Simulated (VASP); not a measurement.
Write the native input for VASP 6.6.1 that does the following.

| Quantity | Value |
| --- | --- |
| Task | single point |
| Functional | PBE |
| Potentials or basis | VASP PAW PBE potentials, release 64 (Pt) |
| Cutoff | 520 eV |
| k mesh | 9 × 9 × 12 |
| Occupations | fermi-dirac, width 0.08 eV |
| Spin | no spin polarisation |
| Dipole correction | no |
| Further INCAR settings | ALGO = Normal; EDIFF = 1e-06; NBANDS = 22 |

The structure of Pt lies in POSCAR:

```
Pt
1.0
    4.1195102641      0.0000000000      0.0000000000
   -2.0597551321      3.5676005399      0.0000000000
    0.0000000000      0.0000000000      2.4536172134
Pt
3
Direct
    0.0000000000      0.0000000000      0.0000000000
    0.3333333333      0.6666666667      0.5000000000
    0.6666666667      0.3333333333      0.5000000000
```

These files were run (other wordings do the same):

INCAR

```
PREC = Accurate
ENCUT = 520
EDIFF = 1E-6
ISMEAR = -1
SIGMA = 0.08
LREAL = False
LASPH = True
NELM = 60
ALGO = Normal
ISIF = 2
LWAVE = False
LCHARG = True
GGA = PE
LELF = True
LVHAR = True
NBANDS = 22
```

KPOINTS

```
Automatic mesh
0
Gamma
  9 9 12
```

Potentials or basis: VASP PAW PBE potentials, release 64 (Pt).

Command:

```sh
$ cat potpaw_PBE.64/Pt/POTCAR > POTCAR
$ mpirun -np 1 vasp_std > vasp.out
```

Results of the run:

```
Pressure               : 144.1 GPa
Band gap on the k mesh : zero (band 15 reaches 18.02 eV, above the bottom of band 16 at 15.75 eV)
```

Caveat: spin-orbit coupling is left out, which moves the levels of the heavy elements.

Wall time 19 s on 1 thread of Intel(R) Xeon(R) 6975P-C (Granite Rapids), with other jobs on the host, peak memory 0.18 GiB.
